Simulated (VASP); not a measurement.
GaAs: relaxation of cell and atoms with PBEsol

Crystal: GaAs.

```
CELL_PARAMETERS angstrom
3.60640 0.00000 0.00000
-1.80320 3.12324 0.00000
0.00000 0.00000 3.57319
ATOMIC_POSITIONS crystal
Ga 0.33333 0.66667 0.50000
As 0.00000 0.00000 0.00000
```

```
Program                : VASP 6.6.1
Task                   : relaxation of cell and atoms
Functional             : PBEsol
Potentials or basis    : VASP PAW PBE potentials, release 64 (Ga_d, As)
Cutoff                 : 600 eV
k mesh                 : 9 × 9 × 8
Occupations            : fermi-dirac, width 0.05 eV
Spin                   : no spin polarisation
Dipole correction      : no
Further INCAR settings : ALGO = Normal; EDIFF = 1e-06; IBRION = 2; EDIFFG = -0.01; NSW = 60; ISIF = 3
```

```yaml
Relaxed_volume: 19.54 Å³/atom
Relaxed_cell: a = 3.732 Å, b = 3.732 Å, c = 3.241 Å, α = 90.00°, β = 90.00°, γ = 120.00°
Space_group_after_relaxing_to_0.05_Å: P-6m2 (No. 187)
Energy_gained_by_relaxing: 31.2 meV/atom
Ionic_steps: 11
Pressure_after_relaxing: 0.1 GPa
Band_gap_on_the_k_mesh: zero (band 9 reaches 7.44 eV, above the bottom of band 10 at 3.27 eV)
```

Step by step:
```tsv
step	energy change (eV)	largest force (eV/Å)	pressure (GPa)	volume (Å³)
1	0.0000	0.0000	-3.59	40.25
2	-0.0378	0.0000	1.05	37.67
3	-0.0381	0.0000	0.63	37.85
4	-0.0450	0.0000	0.51	38.01
5	-0.0617	0.0000	0.46	38.45
6	-0.0618	0.0000	0.51	38.49
7	-0.0619	0.0000	0.52	38.54
8	-0.0621	0.0000	0.53	38.63
9	-0.0619	0.0000	0.56	38.79
10	-0.0607	0.0000	-0.98	39.61
11	-0.0624	0.0000	0.05	39.08
```

Final structure:
```
CELL_PARAMETERS angstrom
3.73152 0.00000 0.00000
-1.86576 3.23159 0.00000
0.00000 0.00000 3.24070
ATOMIC_POSITIONS crystal
Ga 0.33333 0.66667 0.50000
As 0.00000 0.00000 0.00000
```

Levels at points of the mesh, in eV from the Fermi level:
```
           k point  band 5  band 6  band 7  band 8  band 9  band 10  band 11  band 12  band 13
(0.00, 0.00, 0.00)  -14.89  -13.55   -1.07   -0.67   -0.67    -0.12     4.09     4.09     5.21
(0.00, 0.00, 0.50)  -14.87  -11.24   -8.27    1.15    1.15     3.38     4.08     4.82     4.82
```

Wall time 100 s on 1 thread of Intel(R) Xeon(R) 6975P-C (Granite Rapids), with other jobs on the host, peak memory 0.2 GiB.

Caveat: the PAW data sets were made with another functional, which shifts forces and pressure a little.
